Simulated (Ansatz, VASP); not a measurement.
# One calculation of TaN, two programs

File INCAR:

```
SYSTEM = TaN
  ALGO = Normal
  EDIFF = 1E-8
  ENCUT = 520
  GGA = PS
  ISIF = 2
  ISMEAR = -1
  LASPH = .TRUE.
  LCHARG = .FALSE.
  LEFG = .TRUE.
  LREAL = .FALSE.
  LWAVE = .FALSE.
  NBANDS = 33
  NELM = 100
  PREC = Accurate
  SIGMA = 0.01
```

File KPOINTS:

```
k-points
0
G
  6 6 9
  0 0 0
```

Contents of POSCAR:

```
TaN
1.0
    5.2304124715      0.0000000000      0.0000000000
   -2.6152062357      4.5296700726      0.0000000000
    0.0000000000      0.0000000000      2.9302787075
Ta N
3 3
Direct
    0.3333333333      0.6666666667      0.5000000000
    0.6666666667      0.3333333333      0.5000000000
    0.0000000000      0.0000000000      0.0000000000
    0.3928500000      0.0000000000      0.0000000000
    0.6071500000      0.6071500000      0.0000000000
    0.0000000000      0.3928500000      0.0000000000
```

Input for Ansatz:

```yaml
crystal:
  lattice:
    - [5.2304124715, 0.0, 0.0]
    - [-2.6152062357, 4.5296700726, 0.0]
    - [0.0, 0.0, 2.9302787075]
  atoms:
    - { symbol: Ta, position: [0.3333333333, 0.6666666667, 0.5] }
    - { symbol: Ta, position: [0.6666666667, 0.3333333333, 0.5] }
    - { symbol: Ta, position: [0.0, 0.0, 0.0] }
    - { symbol: "N", position: [0.39285, 0.0, 0.0] }
    - { symbol: "N", position: [0.60715, 0.60715, 0.0] }
    - { symbol: "N", position: [0.0, 0.39285, 0.0] }
kpoints:
  mp_grid: { grid: [6, 6, 9] }
scf:
  occupations: { method: fermi_dirac, width: 0.01 }
hamiltonian:
  xc: pbesol
  pseudopotentials: { kind: all_electron, datasets: crystal }
output:
  forces: true
  stress: true
  eigenvalues: true
  efg: { contact_densities: true }
```

Change from the starting cell: volume scaled by 1.02, crystal datasets.

Alike in both runs: task electric field gradients; functional PBEsol; k mesh 6 × 6 × 9; occupations fermi-dirac, width 0.01 eV; no spin polarisation.

```csv
,VASP,Ansatz
version,VASP 6.6.1,Ansatz 0.2.0
potentials or method,"VASP PAW PBE potentials, release 64 (Ta_pv, N), cutoff 520 eV","all-electron PAW with datasets made for the crystal, scalar-relativistic"
```

Ansatz gave:

| Quantity | Value |
| --- | --- |
| pressure (GPa) | -9.8 |
| traceless stress, the component that is largest in VASP (GPa) | -1.11 |
| rms of the force components (eV/Å) | 0.030 |
| size of Vzz on the site where it differs most (V/Å²) | 100.3 |

Question: Which values does VASP return?

Answer: Pressure (GPa): -9.1; traceless stress, the component that is largest in VASP (GPa): -1.33; rms of the force components (eV/Å): 0.023; size of Vzz on the site where it differs most (V/Å²): 169.3.

VASP's potentials were made for PBE, not for PBEsol. Atom by atom the forces differ by 0.007 eV/Å (rms over components). Ansatz ran all-electron here, and VASP with PAW potentials.

Neither program's run includes spin-orbit coupling.
